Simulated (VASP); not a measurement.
# Sb5S2 (C2/m) in VASP: relaxation of cell and atoms with PBE

Aim: the relaxation of cell and atoms of Sb5S2 with PBE.

Everything below comes from runs of VASP 6.6.1. Logs are shortened: lines on timing, memory, paths and dates and some standing lists are left out, and cuts for length are marked.

## Step 1: The cell of the first run

It takes space group C2/m (No. 12, monoclinic). Conventional cell: a = 10.734 Å, b = 8.481 Å, c = 5.313 Å, α = 90.00°, β = 116.96°, γ = 90.00°. Within 3.7 Å of Sb (site symmetry 2/m) lie 4 Sb at 2.80 Å and 2 S at 3.57 Å. Sb (site symmetry 1) has 3 Sb at 2.56 to 3.19 Å and 4 S at 3.42 to 3.64 Å within 3.7 Å. Within 4.8 Å of S (site symmetry m) lie 16 Sb at 3.42 to 4.70 Å and 4 S at 4.03 to 4.77 Å.

The cell was generated, and may not be a known phase.

## Step 2: Relaxation of cell and atoms, PBE

INCAR reads:

```
PREC     = Accurate       # precision mode
ENCUT    = 600            # plane-wave cutoff, eV
EDIFF    = 1E-6           # SCF threshold, eV
ISMEAR   = 0              # smearing method
SIGMA    = 0.2            # smearing width, eV
LREAL    = F              # projectors in reciprocal space
LASPH    = T              # aspherical terms in the spheres
NELM     = 100            # most SCF steps
ALGO     = Normal         # electronic algorithm
ISIF     = 3              # what is computed and relaxed
LWAVE    = F              # write WAVECAR
LCHARG   = F              # write CHGCAR
GGA      = PE             # functional
IBRION   = 2              # ionic algorithm
NSW      = 36             # ionic steps
EDIFFG   = -0.08          # ionic threshold
```

KPOINTS reads:

```
Automatic mesh
0
Gamma
  3 3 4
```

POSCAR reads:

```
Sb5S2
1.0
    5.3670728000     -4.2404492400      0.0000000000
    5.3670728000      4.2404492400      0.0000000000
   -2.4090263200      0.0000000000      4.7352655900
Sb S
5 2
Direct
    0.0000000000      0.0000000000      0.0000000000
    0.8546044800      0.3299162400      0.7589607400
    0.6700837600      0.1453955200      0.2410392600
    0.1453955200      0.6700837600      0.2410392600
    0.3299162400      0.8546044800      0.7589607400
    0.3183742800      0.3183742800      0.6413964200
    0.6816257200      0.6816257200      0.3586035800
```

Potentials or basis: VASP PAW PBE potentials, release 64 (Sb, S).

On the command line:

```console
$ cat potpaw_PBE.64/Sb/POTCAR potpaw_PBE.64/S/POTCAR > POTCAR
$ mpirun -np 1 vasp_std > vasp.out
```

OUTCAR:

```text
PREC = Accurate
   ENCUT = 600
   EDIFF = 1E-6
   ISMEAR = 0
   LREAL = F
   LASPH = T
   NELM = 100
   ISIF = 3
   GGA = PE
   IBRION = 2
   NSW = 36
   EDIFFG = -0.08

 ion  position               nearest neighbor table
   1  0.000  0.000  0.000-   2 2.80   3 2.80   4 2.80   5 2.80
   2  0.855  0.330  0.759-   3 2.56   1 2.80   4 3.19
   3  0.670  0.145  0.241-   2 2.56   1 2.80   5 3.19
   4  0.145  0.670  0.241-   5 2.56   1 2.80   2 3.19
   5  0.330  0.855  0.759-   4 2.56   1 2.80   3 3.19
   6  0.318  0.318  0.641-
   7  0.682  0.682  0.359-

  LATTYP: Found a base centered monoclinic cell.
 ALAT       =    10.7341456000
 B/A-ratio  =     0.7900860298
 C/A-ratio  =     0.4949465775
 COS(beta)  =    -0.4534357287

  Lattice vectors:

 A1 = (   5.3670728000,  -4.2404492400,   0.0000000000)
 A2 = (   5.3670728000,   4.2404492400,   0.0000000000)
 A3 = (  -2.4090263200,   0.0000000000,   4.7352655900)

Analysis of symmetry for initial positions (statically):
=====================================================================
 Subroutine PRICEL returns:
 Original cell was already a primitive cell.

 Routine SETGRP: Setting up the symmetry group for a
 base centered monoclinic supercell.

 Subroutine GETGRP returns: Found  4 space group operations
 (whereof  4 operations were pure point group operations)
 out of a pool of  4 trial point group operations.

The static configuration has the point symmetry C_2h.

Analysis of symmetry for dynamics (positions and initial velocities):
=====================================================================
 Subroutine PRICEL returns:
 Original cell was already a primitive cell.

 Routine SETGRP: Setting up the symmetry group for a
 base centered monoclinic supercell.

 Subroutine GETGRP returns: Found  4 space group operations
 (whereof  4 operations were pure point group operations)
 out of a pool of  4 trial point group operations.

The dynamic configuration has the point symmetry C_2h.

 Subroutine INISYM returns: Found  4 space group operations
 (whereof  4 operations are pure point group operations),
 and found     1 'primitive' translations

----------------------------------------------------------------------------------------

                                     Primitive cell

  volume of cell :     215.5379

  direct lattice vectors                    reciprocal lattice vectors
     5.367072800 -4.240449240  0.000000000     0.093160652 -0.117912035  0.047394694
     5.367072800  4.240449240  0.000000000     0.093160652  0.117912035  0.047394694
    -2.409026320  0.000000000  4.735265590     0.000000000  0.000000000  0.211181396

  length of vectors
     6.840093581  6.840093581  5.312828627     0.157570340  0.157570340  0.211181396

  position of ions in fractional coordinates (direct lattice)
     0.000000000  0.000000000  0.000000000
     0.854604480  0.329916240  0.758960740
     0.670083760  0.145395520  0.241039260
     0.145395520  0.670083760  0.241039260
     0.329916240  0.854604480  0.758960740
     0.318374280  0.318374280  0.641396420
     0.681625720  0.681625720  0.358603580

  ion indices of the primitive-cell ions
   primitive index   ion index
                 1           1
                 2           2
                 3           3
                 4           4
                 5           5
                 6           6
                 7           7

----------------------------------------------------------------------------------------

 KPOINTS: Automatic mesh

Automatic generation of k-mesh.
 Grid dimensions read from file:
 generate k-points for:    3    3    4

 Generating k-lattice:

  Cartesian coordinates                     Fractional coordinates (reciprocal lattice)
     0.031053551 -0.039304012  0.015798231     0.333333333  0.000000000  0.000000000
     0.031053551  0.039304012  0.015798231     0.000000000  0.333333333  0.000000000
     0.000000000  0.000000000  0.052795349     0.000000000  0.000000000  0.250000000

  Length of vectors
     0.052523447  0.052523447  0.052795349

  Shift w.r.t. Gamma in fractional coordinates (k-lattice)
     0.000000000  0.000000000  0.000000000

 Subroutine IBZKPT returns following result:
 ===========================================

 Found     14 irreducible k-points:

 Following reciprocal coordinates:
            Coordinates               Weight
  0.000000  0.000000  0.000000      1.000000
  0.333333  0.000000  0.000000      4.000000
  0.333333  0.333333  0.000000      2.000000
 -0.333333  0.333333  0.000000      2.000000
  0.000000  0.000000  0.250000      2.000000
  0.333333  0.000000  0.250000      4.000000
 -0.333333  0.000000  0.250000      4.000000
  0.333333  0.333333  0.250000      2.000000
 -0.333333  0.333333  0.250000      4.000000
 -0.333333 -0.333333  0.250000      2.000000
  0.000000  0.000000  0.500000      1.000000
  0.333333  0.000000  0.500000      4.000000
  0.333333  0.333333  0.500000      2.000000
 -0.333333  0.333333  0.500000      2.000000
   k-points           NKPTS =     14   k-points in BZ     NKDIM =     14   number of bands    NBANDS=     22
   number of dos      NEDOS =    301   number of ions     NIONS =      7
   total plane-waves  NPLWV = 131712
   dimension x,y,z NGX =    56 NGY =   56 NGZ =   42
   dimension x,y,z NGXF=   112 NGYF=  112 NGZF=   84
   ions per type =               5   2
   NGX,Y,Z   is equivalent  to a cutoff of  13.61, 13.61, 13.14 a.u.
   NGXF,Y,Z  is equivalent  to a cutoff of  27.22, 27.22, 26.28 a.u.
 SYSTEM =  unknown system
   PREC   = accura    normal or accurate (medium, high low for compatibility)
   ISTART =      0    job   : 0-new  1-cont  2-samecut
   ICHARG =      2    charge: 1-file 2-atom 10-const
   ISPIN  =      1    spin polarized calculation?
   LNONCOLLINEAR =      F non collinear calculations
   LSORBIT =      F    spin-orbit coupling
   LASPH  =      T    aspherical Exc in radial PAW
   ENCUT  =  600.0 eV  44.10 Ry    6.64 a.u.  13.66 13.66 10.61*2*pi/ulx,y,z
   NELM   =    100;   NELMIN=  2; NELMDL= -5     # of ELM steps
   EDIFF  = 0.1E-05   stopping-criterion for ELM
   LREAL  =      F    real-space projection
   EDIFFG = -.8E-01   stopping-criterion for IOM
   NSW    =     36    number of steps for IOM
   IBRION =      2    ionic relax: 0-MD 1-quasi-New 2-CG
   NFREE  =      1    steps in history (QN), initial steepest desc. (CG)
   ISIF   =      3    stress and relaxation
   ISYM   =      2    0-nonsym 1-usesym 2-fastsym
   POTIM  = 0.5000    time-step for ionic-motion
   TEBEG  =    0.0;   TEEND  =   0.0 temperature during run
   PSTRESS=    0.0 pullay stress
   NELECT =      37.0000    total number of electrons
   NUPDOWN=      -1.0000    fix difference up-down
   EMIN   =  10.00;   EMAX   =-10.00  energy-range for DOS
   EFERMI =   0.00;   METHOD = LEGACY
   ISMEAR =     0;   SIGMA  =   0.20  broadening in eV -4-tet -1-fermi 0-gaus
   EFERMI_NEDOS =   21; number of points for ismear=-14 and -15
   IALGO  =     38    algorithm
   IMIX   =      4    mixing-type and parameters
     AMIX     =   0.40;   BMIX     =  1.00
     AMIX_MAG =   1.60;   BMIX_MAG =  1.00
  volume/ion in A,a.u.               =      30.79       207.79
  Fermi-wavevector in a.u.,A,eV,Ry     =   0.909845  1.719358 11.263152  0.827818
  Thomas-Fermi vector in A             =   2.033938
   LORBIT       =      0    0 simple, 1 ext, 2 COOP (PROOUT), +10 PAW based schemes
   GGA     = PE    functional components
   LHFCALC =     F    Hartree Fock is set to
   AEXX    =    0.0000 exact exchange contribution
   IVDW    =     0    specifies the selected vdW correction
   LEPSILON=     F    determine dielectric tensor
   LRPA    =     F    only Hartree local field effects (RPA)
 conjugate gradient relaxation of ions
 non-spin polarized calculation
 Gauss-broadening in eV      SIGMA  =   0.20
  energy-cutoff  :      600.00
  volume of cell :      215.54
 maximum number of plane-waves:      7218
 NGX is ok and might be reduce to    54
   NGX = 27   NGY = 27   NGZ = 21

--------------------------------------- Ionic step        1  -------------------------------------------

 number of electron      37.0000001 magnetization

 Free energy of the ion-electron system (eV)
  ---------------------------------------------------
  ext. energy  EPLUGINS =         0.00000000
  ---------------------------------------------------
  free energy    TOTEN  =       -23.99176657 eV

  energy without entropy =      -23.87664356  energy(sigma->0) =      -23.93420506

------------------------ aborting loop because EDIFF is reached ----------------------------------------

  FORCE on cell =-STRESS in cart. coord.  units (eV):
  Direction    XX          YY          ZZ          XY          YZ          ZX
  --------------------------------------------------------------------------------------
  -------------------------------------------------------------------------------------
  Total       -2.5837654     -0.9859301     11.6315259      0.0000000      0.0000000      3.1422568
  in kB      -19.2061348     -7.3288028     86.4616625      0.0000000      0.0000000     23.3576189
  external PRESSURE =      19.9755750 kB  Pullay stress =       0.0000000 kB
[... 67 lines left out ...]
  energy  without entropy=      -24.7618520547  energy(sigma->0) =      -24.82492094

--------------------------------------- Ionic step        3  -------------------------------------------

 number of electron      36.9999999 magnetization

 E-fermi :   4.6125     XC(G=0):  -8.8451

 val. band max:        4.5807089766   @ k =  -0.3333   0.3333   0.2500
 cond. band min:       4.6326663437   @ k =   0.3333   0.3333   0.0000
 fundamental gap:      0.0519573671
 Fermi energy:         4.6124663690

 k-point     1 :       0.0000    0.0000    0.0000
  band No.  band energies     occupation
      1      -7.7497      2.00000
      2      -6.7357      2.00000
      3      -6.2586      2.00000
      4      -5.0703      2.00000
      5      -4.2846      2.00000
      6      -3.4399      2.00000
[... 373 lines left out ...]
  FREE ENERGIE OF THE ION-ELECTRON SYSTEM (eV)
  ---------------------------------------------------
  free  energy   TOTEN  =       -24.8910727787 eV

  energy  without entropy=      -24.7649064012  energy(sigma->0) =      -24.82798959

 E-fermi :   8.0234     XC(G=0): -10.1102

 val. band max:        8.0087021044   @ k =   0.0000   0.0000   0.2500
 cond. band min:       8.0417194870   @ k =   0.3333   0.3333   0.5000
 fundamental gap:      0.0330173826
 Fermi energy:         8.0233832288

 k-point     1 :       0.0000    0.0000    0.0000
  band No.  band energies     occupation
      1      -6.6307      2.00000
      2      -5.1338      2.00000
      3      -2.9600      2.00000
      4      -2.0638      2.00000
      5      -0.8923      2.00000
      6      -0.7288      2.00000
[... 324 lines left out ...]
      6      -1.4191      2.00000
[... 14 lines left out ...]
     21       8.6572      0.00001
     22       9.0322      0.00000

[... ionic steps 4 to 27 ...]

--------------------------------------- Ionic step       28  -------------------------------------------

 number of electron      36.9999996 magnetization

------------------------ aborting loop because EDIFF is reached ----------------------------------------

  FORCE on cell =-STRESS in cart. coord.  units (eV):
  Direction    XX          YY          ZZ          XY          YZ          ZX
  --------------------------------------------------------------------------------------
  -------------------------------------------------------------------------------------
  Total        0.5075562     -0.1838148     -0.2714338      0.0000000      0.0000000     -0.4886117
  in kB        3.9267576     -1.4221014     -2.0999738      0.0000000      0.0000000     -3.7801917
  external PRESSURE =       0.1348941 kB  Pullay stress =       0.0000000 kB
[... 67 lines left out ...]
  energy  without entropy=      -28.7782355767  energy(sigma->0) =      -28.78681507

--------------------------------------- Ionic step       30  -------------------------------------------

 number of electron      36.9999998 magnetization

 Free energy of the ion-electron system (eV)
  ---------------------------------------------------
  ext. energy  EPLUGINS =         0.00000000
  ---------------------------------------------------
  free energy    TOTEN  =       -28.80269610 eV

  energy without entropy =      -28.78682044  energy(sigma->0) =      -28.79475827

 E-fermi :   5.4832     XC(G=0):  -9.1401

 val. band max:        5.4821783159   @ k =   0.0000   0.0000   0.2500
 cond. band min:       5.5440113538   @ k =   0.0000   0.0000   0.0000
 fundamental gap:      0.0618330379
 Fermi energy:         5.4831568306

 k-point     1 :       0.0000    0.0000    0.0000
  band No.  band energies     occupation
      1      -8.0638      2.00000
      2      -7.3996      2.00000
      3      -4.9618      2.00000
      4      -3.8117      2.00000
      5      -2.5137      2.00000
      6      -1.9436      2.00000
[... 373 lines left out ...]
  FREE ENERGIE OF THE ION-ELECTRON SYSTEM (eV)
  ---------------------------------------------------
  free  energy   TOTEN  =       -28.8026961025 eV

  energy  without entropy=      -28.7868204418  energy(sigma->0) =      -28.79475827

 reached required accuracy - stopping structural energy minimisation
```

It took 33 min on 1 thread of Intel Xeon Platinum 8259CL at 2.50GHz (Skylake/Cascade Lake), shared host; peak memory 0.42 GiB.

What came out:

```
Free energy                           : -28.8027 eV
Relaxed volume                        : 29.57 Å³/atom
Relaxed cell                          : a = 5.660 Å, b = 5.660 Å, c = 7.530 Å, α = 112.10°, β = 112.10°, γ = 82.83°
Space group after relaxing (to 0.1 Å) : C2/m (No. 12)
Energy gained by relaxing             : 687.3 meV/atom
Ionic steps                           : 30
Pressure after relaxing               : 0.0 GPa
Largest force after relaxing          : 0.070 eV/Å
Band gap on the k mesh                : zero (an odd number of electrons rules out a gap without spin polarisation)
```

Forces in eV/Å, atoms in the order of the input:
```
Sb   0.000  0.000  0.000
Sb   0.027 -0.064 -0.002
Sb  -0.027 -0.064  0.002
Sb  -0.027  0.064  0.002
Sb   0.027  0.064 -0.002
S   -0.044  0.000 -0.050
S    0.044  0.000  0.050
```

The path:
```csv
step,energy change (eV),largest force (eV/Å),pressure (GPa),volume (Å³)
1,0.0000,2.4970,2.00,215.54
2,-0.8962,1.1047,-3.42,227.02
3,-0.8993,1.1081,-3.50,227.39
4,-1.6952,1.4009,-1.17,208.49
5,-2.1251,1.9393,5.57,183.21
6,-2.4233,1.6645,5.54,181.21
7,-2.9424,0.9542,6.16,174.66
8,-2.9405,0.5460,7.05,171.18
9,-3.3595,0.3342,2.07,182.09
10,-3.4401,0.5471,-1.93,194.69
11,-3.4522,0.4850,-1.09,191.59
12,-3.5915,0.4693,-0.93,191.81
13,-3.9541,0.5290,-0.22,191.92
14,-4.0959,0.4251,2.99,189.74
15,-4.1648,0.3268,1.73,190.71
16,-4.2985,0.3913,0.37,195.80
17,-4.3964,0.5365,-1.47,204.12
18,-4.5053,0.4274,-0.52,202.07
19,-4.5300,0.3996,0.24,200.62
20,-4.5589,0.3810,0.13,201.53
21,-4.6211,0.3390,-0.12,204.21
22,-4.6543,0.3681,-0.43,209.35
23,-4.6850,0.3420,-0.26,208.58
24,-4.7396,0.2842,0.40,206.18
25,-4.7437,0.2767,0.74,205.12
26,-4.7781,0.1203,-0.59,209.08
27,-4.7782,0.1289,-0.64,209.23
28,-4.8027,0.1023,0.01,207.09
29,-4.8036,0.1179,0.18,206.59
30,-4.8109,0.0696,-0.02,207.01
```

Final structure:
```xyz
7
Lattice="4.2080 -3.7439 -0.5541 4.2080 3.7439 -0.5541 -2.8943 0.0000 6.9511" Properties=species:S:1:pos:R:3 pbc="T T T"
Sb    0.0000    0.0000    0.0000
Sb    3.2594   -1.8524    4.6614
Sb    2.2623   -1.8524    1.1816
Sb    2.2623    1.8524    1.1816
Sb    3.2594    1.8524    4.6614
S     0.6836    0.0000    4.6607
S     4.8382    0.0000    1.1823
```

Caveat: a cell axis changed by over 15 % at a fixed basis, so the end point is rough; spin-orbit coupling is left out, which moves the levels of the heavy elements; this functional lacks dispersion, which binds layers or chains, so the pressure and a relaxed spacing across them are unreliable; an odd number of electrons without spin polarisation forces a metal; a magnetic or distorted state may lie lower; the relaxation stopped at a loose force limit of 0.08 eV/Å, so its end isn't a converged minimum.

The gap in the log of VASP goes by the Fermi energy; the results here count the filled bands.